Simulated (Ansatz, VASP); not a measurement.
Two plane-wave programs on Si

POSCAR

```
Si
1.0
    1.9155026727     -5.3588271886      0.0000000000
    1.9155026727      5.3588271886      0.0000000000
    0.0000000000      0.0000000000     12.6862552050
Si
12
Direct
    0.7573183262      0.2426816738      0.9450752754
    0.2426816738      0.7573183262      0.0549247246
    0.7573183262      0.2426816738      0.5549247246
    0.2426816738      0.7573183262      0.4450752754
    0.4286864634      0.5713135366      0.1572661549
    0.5713135366      0.4286864634      0.8427338451
    0.4286864634      0.5713135366      0.3427338451
    0.5713135366      0.4286864634      0.6572661549
    0.9713249271      0.0286750729      0.9094201287
    0.0286750729      0.9713249271      0.0905798713
    0.9713249271      0.0286750729      0.5905798713
    0.0286750729      0.9713249271      0.4094201287
```

INCAR.step1

```
PREC = Accurate ; ENCUT = 520
ISMEAR = 0 ; SIGMA = 0.05
LREAL = False ; LASPH = True
NELM = 60 ; NBANDS = 36
GGA = PE ; ALGO = Normal
EDIFF = 1E-4 ; LWAVE = True
LCHARG = False
```

The input INCAR.step2:

```
PREC = Accurate ; ENCUT = 520
EDIFF = 1E-7 ; ISMEAR = 0
SIGMA = 0.05 ; LREAL = False
LASPH = True ; NELM = 60
ALGO = Normal ; ISIF = 2
LWAVE = False ; LCHARG = False
METAGGA = R2SCAN ; LMIXTAU = True
NBANDS = 36 ; ISTART = 1
```

File KPOINTS:

```
Automatic mesh
0
Gamma
  8 8 2
```

Input for Ansatz:

```yaml
crystal:
  lattice:
    - [1.9155026727, -5.3588271886, 0.0]
    - [1.9155026727, 5.3588271886, 0.0]
    - [0.0, 0.0, 12.686255205]
  atoms:
    - { symbol: Si, position: [0.7573183262, 0.2426816738, 0.9450752754] }
    - { symbol: Si, position: [0.2426816738, 0.7573183262, 0.0549247246] }
    - { symbol: Si, position: [0.7573183262, 0.2426816738, 0.5549247246] }
    - { symbol: Si, position: [0.2426816738, 0.7573183262, 0.4450752754] }
    - { symbol: Si, position: [0.4286864634, 0.5713135366, 0.1572661549] }
    - { symbol: Si, position: [0.5713135366, 0.4286864634, 0.8427338451] }
    - { symbol: Si, position: [0.4286864634, 0.5713135366, 0.3427338451] }
    - { symbol: Si, position: [0.5713135366, 0.4286864634, 0.6572661549] }
    - { symbol: Si, position: [0.9713249271, 0.0286750729, 0.9094201287] }
    - { symbol: Si, position: [0.0286750729, 0.9713249271, 0.0905798713] }
    - { symbol: Si, position: [0.9713249271, 0.0286750729, 0.5905798713] }
    - { symbol: Si, position: [0.0286750729, 0.9713249271, 0.4094201287] }
basis:
  ecutwfc: 500
kpoints:
  mp_grid: { grid: [8, 8, 2] }
hamiltonian:
  xc: r2scan
scf:
  occupations: { method: gaussian, width: 0.05 }
output:
  forces: true
  stress: true
  eigenvalues: true
```

Alike in both runs: task single point; functional r2SCAN; k mesh 8 × 8 × 2; occupations gaussian, width 0.05 eV; no spin polarisation.

```csv
,VASP,Ansatz
version,VASP 6.6.1,Ansatz 0.2.0
potentials or method,"VASP PAW PBE potentials, release 64 (Si), cutoff 520 eV","scalar-relativistic, plane waves, PAW"
valence electrons in the cell,48,48
```

Ansatz gave:

```
gap on the k mesh at the Fermi level (eV) : 0.70
least direct gap on the mesh (eV)         : 0.78
pressure (GPa)                            : 0.0
rms of the force components (eV/Å)        : 0.000
```

Q: What did VASP give for the same quantities?

A: gap on the k mesh at the Fermi level (eV): 0.71; least direct gap on the mesh (eV): 0.78; pressure (GPa): -0.2; rms of the force components (eV/Å): 0.003.

VASP's potentials were made for PBE, not for r2SCAN. Atom by atom the forces differ by 0.003 eV/Å (rms over components). The functional is the same, so the differences come from potentials, cutoffs and numerics.
